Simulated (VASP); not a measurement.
NaH: single point with HSE06

The system is NaH.

```xyz
2
Lattice="2.8605 0.0000 0.0000 0.0000 2.8605 0.0000 0.0000 0.0000 2.9324" Properties=species:S:1:pos:R:3 pbc="T T T"
Na    0.0000    0.0000    0.0000
H     1.4303    1.4303    1.4662
```

This cell differs from its parent crystal: biaxial xy strain -2.5%.

```
Program                            : VASP 6.6.1
Task                               : single point
Functional                         : HSE06
Potentials or basis                : VASP PAW PBE potentials, release 64 (Na_pv, H)
Cutoff                             : 520 eV
k mesh                             : 6 × 6 × 6
Occupations                        : gaussian, width 0.01 eV
Spin                               : no spin polarisation
Dipole correction                  : no
Grid for exact exchange (PRECFOCK) : Normal
Further INCAR settings             : ALGO = Normal; EDIFF = 1e-07; NBANDS = 11
Share of exact exchange            : 0.25
Screening parameter                : 0.2079 1/Å
```

| Quantity | Value |
| --- | --- |
| Pressure | 1.7 GPa |
| Band gap on the k mesh | 1.72 eV (least direct gap 5.84 eV) |

Stress tensor (GPa, compression positive):
```
 2.79  0.00  0.00
 0.00  2.79  0.00
 0.00  0.00 -0.40
```

Levels at points of the mesh, in eV from the valence-band top:
| k point | band 1 | band 2 | band 3 | band 4 | band 5 | band 6 | band 7 | band 8 | band 9 |
| --- | --- | --- | --- | --- | --- | --- | --- | --- | --- |
| (0.00, 0.00, 0.00) | -27.10 | -27.10 | -27.10 | -6.87 | 10.64 | 12.28 | 12.68 | 13.71 | 14.59 |
| (0.50, 0.00, 0.00) | -27.33 | -27.08 | -27.08 | -3.94 | 1.97 | 12.85 | 15.83 | 15.88 | 16.67 |
| (0.50, 0.50, 0.00) | -27.28 | -27.28 | -27.06 | -1.96 | 5.49 | 5.49 | 8.48 | 16.37 | 20.24 |
| (0.00, 0.00, 0.50) | -27.29 | -27.08 | -27.08 | -4.12 | 1.72 | 13.09 | 15.95 | 16.55 | 16.55 |
| (0.50, 0.00, 0.50) | -27.29 | -27.25 | -27.06 | -2.12 | 5.24 | 5.29 | 8.26 | 17.01 | 20.79 |
| (0.50, 0.50, 0.50) | -27.26 | -27.26 | -27.22 | 0.00 | 7.95 | 8.06 | 8.06 | 10.74 | 10.74 |

Wall time 7.8 min on 1 thread of Intel(R) Xeon(R) Platinum 8259CL CPU @ 2.50GHz (Skylake/Cascade Lake) (shared host), peak memory 0.24 GiB.

Caveat: the cell differs from its parent crystal (biaxial xy strain -2.5%); the PAW data sets were made with another functional, which shifts forces and pressure a little. A k mesh can miss the band edges.
